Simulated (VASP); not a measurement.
Set up this calculation in VASP 6.6.1, as the native input.

```
Task                   : single point
Functional             : r2SCAN
Potentials or basis    : VASP PAW PBE potentials, release 64 (Zn, O)
Cutoff                 : 520 eV
k mesh                 : 12 × 12 × 6
Occupations            : gaussian, width 0.01 eV
Spin                   : no spin polarisation
Dipole correction      : no
Further INCAR settings : ALGO = Normal; EDIFF = 1e-06; NBANDS = 26
```

The system is ZnO.

```
Zn O
1.0
     3.23534    0.00000    0.00000
    -1.61767    2.80189    0.00000
     0.00000    0.00000    5.21095
Zn O
2 2
Direct
  0.33333 0.66667 0.99765
  0.66667 0.33333 0.49765
  0.33333 0.66667 0.37735
  0.66667 0.33333 0.87735
```

These files were run (other wordings do the same):

POSCAR

```
ZnO
1.0
    3.2353406703      0.0000000001      0.0000000000
   -1.6176703352      2.8018872104      0.0000000000
    0.0000000000      0.0000000000      5.2109522595
Zn O
2 2
Direct
    0.3333333333      0.6666666667     -0.0023477325
    0.6666666667      0.3333333333      0.4976522675
    0.3333333333      0.6666666667      0.3773477325
    0.6666666667      0.3333333333      0.8773477325
```

INCAR.step1

```
SYSTEM = ZnO
ALGO     = Normal         ! electronic algorithm
EDIFF    = 1E-4           ! SCF threshold, eV
ENCUT    = 520            ! plane-wave cutoff, eV
GGA      = PE             ! functional
ISMEAR   = 0              ! smearing method
LASPH    = .True.         ! aspherical terms in the spheres
LCHARG   = .False.        ! write CHGCAR
LREAL    = .False.        ! projectors in reciprocal space
LWAVE    = .True.         ! write WAVECAR
NBANDS   = 26             ! bands
NELM     = 80             ! most SCF steps
PREC     = Accurate       ! precision mode
SIGMA    = 0.01           ! smearing width, eV
```

INCAR.step2

```
SYSTEM = ZnO
ALGO     = Normal         ! electronic algorithm
EDIFF    = 1E-6           ! SCF threshold, eV
ENCUT    = 520            ! plane-wave cutoff, eV
ISIF     = 2              ! what is computed and relaxed
ISMEAR   = 0              ! smearing method
ISTART   = 1            
LASPH    = .True.         ! aspherical terms in the spheres
LCHARG   = .False.        ! write CHGCAR
LMIXTAU  = .True.       
LREAL    = .False.        ! projectors in reciprocal space
LWAVE    = .False.        ! write WAVECAR
METAGGA  = R2SCAN         ! meta-GGA
NBANDS   = 26             ! bands
NELM     = 80             ! most SCF steps
PREC     = Accurate       ! precision mode
SIGMA    = 0.01           ! smearing width, eV
```

KPOINTS

```
k-points
0
Gamma
  12 12 6
  0 0 0
```

Potentials or basis: VASP PAW PBE potentials, release 64 (Zn, O).

Launch:

```sh
$ cat potpaw_PBE.64/Zn/POTCAR potpaw_PBE.64/O/POTCAR > POTCAR
$ cp INCAR.step1 INCAR
$ mpirun -np 1 vasp_std > vasp.out
$ cp INCAR.step2 INCAR
$ mpirun -np 1 vasp_std > vasp.out
```

It gave:

| Property | Result |
| --- | --- |
| Pressure | 1.0 GPa |
| Largest force | 0.003 eV/Å |
| Band gap on the k mesh | 1.23 eV, direct |

Caveat: the PAW data sets were made with another functional, which shifts forces and pressure a little.

It took 95 s on 1 thread of Intel(R) Xeon(R) 6975P-C (Granite Rapids), with other jobs on the host, peak memory 0.22 GiB.
